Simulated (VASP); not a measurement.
# Na (Im-3m) in VASP: notebook

Na is run at these levels: PBEsol; tasks: electric field gradients.

Everything below comes from runs of VASP 6.6.1. Logs are shortened: lines on timing, memory, paths and dates and some standing lists are left out, and cuts for length are marked.

**1. The cell of the first run**

It takes space group Im-3m (No. 229, cubic). The conventional cell has a = 4.149 Å, b = 4.149 Å, c = 4.149 Å, α = 90.00°, β = 90.00°, γ = 90.00°. Within 4.7 Å of Na (site symmetry m-3m) lie 14 Na at 3.59 to 4.15 Å.

**2. Electric field gradients, PBEsol (volume scaled by 0.94)**

Contents of INCAR:

```
PREC = Accurate
ENCUT = 520
EDIFF = 1E-8
ISMEAR = -1
SIGMA = 0.03
LREAL = False
LASPH = True
NELM = 100
ALGO = Normal
ISIF = 2
LWAVE = False
LCHARG = False
GGA = PS
LEFG = True
NBANDS = 10
```

Contents of KPOINTS:

```
regular mesh
0
Gamma
  11 11 11
```

Contents of POSCAR:

```
Na
1.0
   -2.0742735852      2.0742735852      2.0742735852
    2.0742735852     -2.0742735852      2.0742735852
    2.0742735852      2.0742735852     -2.0742735852
Na
1
Direct
    0.0000000000      0.0000000000      0.0000000000
```

Potentials or basis: VASP PAW PBE potentials, release 64 (Na_pv).

Launch:

```console
> cat potpaw_PBE.64/Na_pv/POTCAR > POTCAR
> mpirun -np 1 vasp_std > vasp.out
```

OUTCAR:

```text
PREC = Accurate
   ENCUT = 520
   EDIFF = 1E-8
   ISMEAR = -1
   LREAL = False
   LASPH = True
   NELM = 100
   ISIF = 2
   GGA = PS

 ion  position               nearest neighbor table
   1  0.000  0.000  0.000-

  LATTYP: Found a body centered cubic cell.
 ALAT       =     4.1485471704

  Lattice vectors:

 A1 = (  -2.0742735852,   2.0742735852,   2.0742735852)
 A2 = (   2.0742735852,  -2.0742735852,   2.0742735852)
 A3 = (   2.0742735852,   2.0742735852,  -2.0742735852)

Analysis of symmetry for initial positions (statically):
=====================================================================
 Subroutine PRICEL returns:
 Original cell was already a primitive cell.

 Routine SETGRP: Setting up the symmetry group for a
 body centered cubic supercell.

 Subroutine GETGRP returns: Found 48 space group operations
 (whereof 48 operations were pure point group operations)
 out of a pool of 48 trial point group operations.

The static configuration has the point symmetry O_h .

Analysis of symmetry for dynamics (positions and initial velocities):
=====================================================================
 Subroutine PRICEL returns:
 Original cell was already a primitive cell.

 Routine SETGRP: Setting up the symmetry group for a
 body centered cubic supercell.

 Subroutine GETGRP returns: Found 48 space group operations
 (whereof 48 operations were pure point group operations)
 out of a pool of 48 trial point group operations.

The dynamic configuration has the point symmetry O_h .

 Subroutine INISYM returns: Found 48 space group operations
 (whereof 48 operations are pure point group operations),
 and found     1 'primitive' translations

----------------------------------------------------------------------------------------

                                     Primitive cell

  volume of cell :      35.6992

  direct lattice vectors                    reciprocal lattice vectors
    -2.074273585  2.074273585  2.074273585     0.000000000  0.241048241  0.241048241
     2.074273585 -2.074273585  2.074273585     0.241048241  0.000000000  0.241048241
     2.074273585  2.074273585 -2.074273585     0.241048241  0.241048241  0.000000000
[... 123 lines left out ...]
  ext. energy  EPLUGINS =         0.00000000
  ---------------------------------------------------
  free energy    TOTEN  =        -1.40254711 eV

  energy without entropy =       -1.40136424  energy(sigma->0) =       -1.40195567

 E-fermi :   0.4226     XC(G=0):  -6.6014

 val. band max:        0.3816370866   @ k =  -0.3636   0.4545   0.0909
 cond. band min:       0.5204287458   @ k =   0.1818   0.1818   0.1818
 fundamental gap:      0.1387916592
 Fermi energy:         0.4225789843

 k-point     1 :       0.0000    0.0000    0.0000
  band No.  band energies     occupation
      1     -24.3415      2.00000
      2     -24.3415      2.00000
      3     -24.3415      2.00000
      4      -2.9439      2.00000
      5      12.3936      0.00000
      6      12.3936      0.00000
      7      12.3936      0.00000
      8      13.4209      0.00000
      9      13.4209      0.00000
     10      13.9792      0.00000
[... 287 lines left out ...]
 k-point    24 :       0.3636    0.1818    0.0909
  band No.  band energies     occupation
      1     -24.3751      2.00000
      2     -24.3600      2.00000
      3     -24.3478      2.00000
      4       1.7972      0.00000
      5       2.3266      0.00000
      6       5.1154      0.00000
      7       7.0568      0.00000
      8      14.0442      0.00000
      9      15.4702      0.00000
     10      16.5914      0.00000

 [... further k-points ...]

------------------------ aborting loop because EDIFF is reached ----------------------------------------

  FORCE on cell =-STRESS in cart. coord.  units (eV):
  Direction    XX          YY          ZZ          XY          YZ          ZX
  --------------------------------------------------------------------------------------
  -------------------------------------------------------------------------------------
  Total        0.0274279      0.0274279      0.0274279      0.0000000      0.0000000      0.0000000
  in kB        1.2309630      1.2309630      1.2309630      0.0000000      0.0000000      0.0000000
  external PRESSURE =       1.2309630 kB  Pullay stress =       0.0000000 kB

 VOLUME and BASIS-vectors are now :
 -----------------------------------------------------------------------------
  energy-cutoff  :      520.00
  volume of cell :       35.70
      direct lattice vectors                 reciprocal lattice vectors
    -2.074273585  2.074273585  2.074273585     0.000000000  0.241048241  0.241048241
     2.074273585 -2.074273585  2.074273585     0.241048241  0.000000000  0.241048241
     2.074273585  2.074273585 -2.074273585     0.241048241  0.241048241  0.000000000

 POSITION                                       TOTAL-FORCE (eV/Angst)
 -----------------------------------------------------------------------------------
      0.00000      0.00000      0.00000        -0.000000      0.000000     -0.000000
 -----------------------------------------------------------------------------------
    total drift:                               -0.000000     -0.000000     -0.000000

  FREE ENERGIE OF THE ION-ELECTRON SYSTEM (eV)
  ---------------------------------------------------
  free  energy   TOTEN  =        -1.4025471084 eV

  energy  without entropy=       -1.4013642370  energy(sigma->0) =       -1.40195567

 Electric field gradients (V/A^2)
---------------------------------------------------------------------
 ion       V_xx      V_yy      V_zz      V_xy      V_xz      V_yz
---------------------------------------------------------------------
   1      -0.000    -0.000    -0.000    -0.005    -0.005    -0.005
---------------------------------------------------------------------

 Electric field gradients after diagonalization (V/A^2)
 (convention: |V_zz| > |V_xx| > |V_yy|)
----------------------------------------------------------------------
 ion       V_xx      V_yy      V_zz     asymmetry (V_yy - V_xx)/ V_zz
----------------------------------------------------------------------
   1       0.005     0.005    -0.010       0.000
----------------------------------------------------------------------

           NMR quadrupolar parameters

 Cq : quadrupolar parameter    Cq=e*Q*V_zz/h
 eta: asymmetry parameters     (V_yy - V_xx)/ V_zz
 Q  : nuclear electric quadrupole moment in mb (millibarn)
----------------------------------------------------------------------
 ion       Cq(MHz)       eta       Q (mb)
----------------------------------------------------------------------
   1      -0.000       0.000       1.000
----------------------------------------------------------------------
```

OSZICAR:

```text
N       E                     dE             d eps       ncg     rms          rms(c)
DAV:   1     0.300482701732E+02    0.30048E+02   -0.37758E+03  1122   0.577E+02
DAV:   2    -0.750852595868E+00   -0.30799E+02   -0.30666E+02  1144   0.159E+02
DAV:   3    -0.139935803086E+01   -0.64851E+00   -0.64794E+00  1348   0.247E+01
DAV:   4    -0.140483319084E+01   -0.54752E-02   -0.54747E-02  1360   0.224E+00
DAV:   5    -0.140490376398E+01   -0.70573E-04   -0.70573E-04  1340   0.247E-01    0.241E-01
DAV:   6    -0.140313349249E+01    0.17703E-02   -0.28225E-03  1294   0.777E-01    0.144E-01
DAV:   7    -0.140260001735E+01    0.53348E-03   -0.24887E-03  1272   0.653E-01    0.454E-02
DAV:   8    -0.140254685982E+01    0.53158E-04   -0.19663E-04  1274   0.244E-01    0.199E-03
DAV:   9    -0.140254709245E+01   -0.23263E-06   -0.80133E-07  1346   0.935E-03    0.110E-03
DAV:  10    -0.140254710293E+01   -0.10480E-07   -0.44379E-08  1270   0.171E-03    0.104E-04
DAV:  11    -0.140254710836E+01   -0.54313E-08   -0.10674E-09   804   0.308E-04
   1 F= -.14025471E+01 E0= -.14019557E+01  d E =-.118287E-02
```

stdout:

```text
POSCAR found type information on POSCAR Na
 POSCAR found :  1 types and       1 ions
 scaLAPACK will be used
 -----------------------------------------------------------------------------
|                                                                             |
|                                                                             |
|     You enforced a specific xc type in the INCAR file but a different       |
|     I HOPE YOU KNOW WHAT YOU ARE DOING!                                     |
|                                                                             |
 -----------------------------------------------------------------------------

 LDA part: xc-table for (Slater+PW92), standard interpolation
 POSCAR, INCAR and KPOINTS ok, starting setup
 FFT: planning ... GRIDC
 FFT: planning ... GRID_SOFT
 FFT: planning ... GRID
 WAVECAR not read
 entering main loop
ion   1
```

It took 15 s on 1 thread of Intel Xeon Platinum 8259CL at 2.50GHz (Skylake/Cascade Lake), shared host; peak memory 0.15 GiB.

Results:

* Free energy: -1.4025 eV
* Pressure: 0.1 GPa

Caveat: without QUAD_EFG the Cq values of the log hold for a quadrupole moment of 1 mb, not for the nuclei; the PAW data sets were made with another functional, which shifts forces and pressure a little.

**3. Electric field gradients, PBEsol (volume scaled by 0.94)**

Contents of INCAR:

```
SYSTEM = Na
ALGO = Normal
EDIFF = 1E-8
ENCUT = 520
GGA = PS
ISIF = 2
ISMEAR = -1
LASPH = .TRUE.
LCHARG = .FALSE.
LEFG = .TRUE.
LREAL = .FALSE.
LWAVE = .FALSE.
NBANDS = 10
NELM = 80
PREC = Accurate
SIGMA = 0.03
```

Contents of KPOINTS:

```
k-points
0
G
  11 11 11
  0 0 0
```

POSCAR is that of step 2.

Potentials or basis: VASP PAW PBE potentials, release 64 (Na_pv).

Launch:

```console
> cat potpaw_PBE.64/Na_pv/POTCAR > POTCAR
> mpirun -np 1 vasp_std > vasp.out
```

OUTCAR:

```text
SYSTEM = Na
   EDIFF = 1E-8
   ENCUT = 520
   GGA = PS
   ISIF = 2
   ISMEAR = -1
   LASPH = .TRUE.
   LREAL = .FALSE.
   NELM = 80
   PREC = Accurate

 ion  position               nearest neighbor table
   1  0.000  0.000  0.000-

  LATTYP: Found a body centered cubic cell.
 ALAT       =     4.1485471704

  Lattice vectors:

 A1 = (  -2.0742735852,   2.0742735852,   2.0742735852)
 A2 = (   2.0742735852,  -2.0742735852,   2.0742735852)
 A3 = (   2.0742735852,   2.0742735852,  -2.0742735852)

[... 515 lines left out ...]
    total drift:                               -0.000000     -0.000000     -0.000000

  FREE ENERGIE OF THE ION-ELECTRON SYSTEM (eV)
  ---------------------------------------------------
  free  energy   TOTEN  =        -1.4025471084 eV

  energy  without entropy=       -1.4013642370  energy(sigma->0) =       -1.40195567

 Electric field gradients (V/A^2)
---------------------------------------------------------------------
 ion       V_xx      V_yy      V_zz      V_xy      V_xz      V_yz
---------------------------------------------------------------------
   1      -0.000    -0.000    -0.000    -0.005    -0.005    -0.005
---------------------------------------------------------------------

 Electric field gradients after diagonalization (V/A^2)
 (convention: |V_zz| > |V_xx| > |V_yy|)
----------------------------------------------------------------------
 ion       V_xx      V_yy      V_zz     asymmetry (V_yy - V_xx)/ V_zz
----------------------------------------------------------------------
   1       0.005     0.005    -0.010       0.000
----------------------------------------------------------------------

           NMR quadrupolar parameters

 Cq : quadrupolar parameter    Cq=e*Q*V_zz/h
 eta: asymmetry parameters     (V_yy - V_xx)/ V_zz
 Q  : nuclear electric quadrupole moment in mb (millibarn)
----------------------------------------------------------------------
 ion       Cq(MHz)       eta       Q (mb)
----------------------------------------------------------------------
   1      -0.000       0.000       1.000
----------------------------------------------------------------------
```

OSZICAR:

```text
N       E                     dE             d eps       ncg     rms          rms(c)
DAV:   1     0.300482701732E+02    0.30048E+02   -0.37758E+03  1122   0.577E+02
DAV:   2    -0.750852595868E+00   -0.30799E+02   -0.30666E+02  1144   0.159E+02
DAV:   3    -0.139935803086E+01   -0.64851E+00   -0.64794E+00  1348   0.247E+01
DAV:   4    -0.140483319084E+01   -0.54752E-02   -0.54747E-02  1360   0.224E+00
DAV:   5    -0.140490376398E+01   -0.70573E-04   -0.70573E-04  1340   0.247E-01    0.241E-01
DAV:   6    -0.140313349249E+01    0.17703E-02   -0.28225E-03  1294   0.777E-01    0.144E-01
DAV:   7    -0.140260001735E+01    0.53348E-03   -0.24887E-03  1272   0.653E-01    0.454E-02
DAV:   8    -0.140254685982E+01    0.53158E-04   -0.19663E-04  1274   0.244E-01    0.199E-03
DAV:   9    -0.140254709245E+01   -0.23263E-06   -0.80133E-07  1346   0.935E-03    0.110E-03
DAV:  10    -0.140254710293E+01   -0.10480E-07   -0.44379E-08  1270   0.171E-03    0.104E-04
DAV:  11    -0.140254710836E+01   -0.54313E-08   -0.10674E-09   804   0.308E-04
   1 F= -.14025471E+01 E0= -.14019557E+01  d E =-.118287E-02
```

stdout:

```text
POSCAR found type information on POSCAR Na
 POSCAR found :  1 types and       1 ions
 scaLAPACK will be used
 -----------------------------------------------------------------------------
|                                                                             |
|                                                                             |
|     You enforced a specific xc type in the INCAR file but a different       |
|     I HOPE YOU KNOW WHAT YOU ARE DOING!                                     |
|                                                                             |
 -----------------------------------------------------------------------------

 LDA part: xc-table for (Slater+PW92), standard interpolation
 POSCAR, INCAR and KPOINTS ok, starting setup
 FFT: planning ... GRIDC
 FFT: planning ... GRID_SOFT
 FFT: planning ... GRID
 WAVECAR not read
 entering main loop
ion   1
```

Wall time 22 s (1 thread of Intel Xeon Platinum 8259CL at 2.50GHz (Skylake/Cascade Lake), shared host); peak memory 0.15 GiB.

Results:

| Property | Result |
| --- | --- |
| Free energy | -1.4025 eV |
| Pressure | 0.1 GPa |

Levels at points of the mesh, in eV from the Fermi level:
```
           k point  band 1  band 2  band 3  band 4  band 5  band 6  band 7
(0.00, 0.00, 0.00)  -24.76  -24.76  -24.76   -3.37   11.97   11.97   11.97
```

Caveat: without QUAD_EFG the Cq values of the log hold for a quadrupole moment of 1 mb, not for the nuclei; the PAW data sets were made with another functional, which shifts forces and pressure a little.
